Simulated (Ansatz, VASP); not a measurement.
Two plane-wave programs on Al2O3

```
CELL_PARAMETERS angstrom
2.84106 0.00000 0.00000
-1.42053 2.46043 0.00000
0.00000 0.00000 9.33675
ATOMIC_POSITIONS crystal
Al 0.00000 0.00000 0.14999
Al 0.00000 0.00000 0.85001
O 0.33333 0.66667 0.22232
O 0.66667 0.33333 0.00000
O 0.33333 0.66667 0.77768
```

Change from the starting cell: strain -0.015 along x and y, +0.000 along z, atoms carried along.

Alike in both runs: task single point; functional LDA; k mesh 12 × 12 × 4; occupations gaussian, width 0.05 eV; no spin polarisation.

|  | VASP | Ansatz |
| --- | --- | --- |
| version | VASP 6.6.1 | Ansatz 0.2.0 |
| potentials or method | VASP PAW LDA potentials, release 64 (Al, O), cutoff 520 eV | scalar-relativistic, plane waves, PAW |
| valence electrons in the cell | 24 | 24 |

```csv
,VASP,Ansatz,Ansatz less VASP
gap on the k mesh at the Fermi level (eV),5.15,5.17,+0.019
least direct gap on the mesh (eV),5.42,5.44,+0.015
pressure (GPa),-1.4,-2.1,-0.71
"traceless stress, the component that is largest in VASP (GPa)",-2.62,-2.05,+0.573
rms of the force components (eV/Å),0.128,0.131,+0.0032
```

LDA's correlation is that of Perdew and Zunger in VASP and of Perdew and Wang (1992) in Ansatz. Atom by atom the forces differ by 0.014 eV/Å (rms over components).
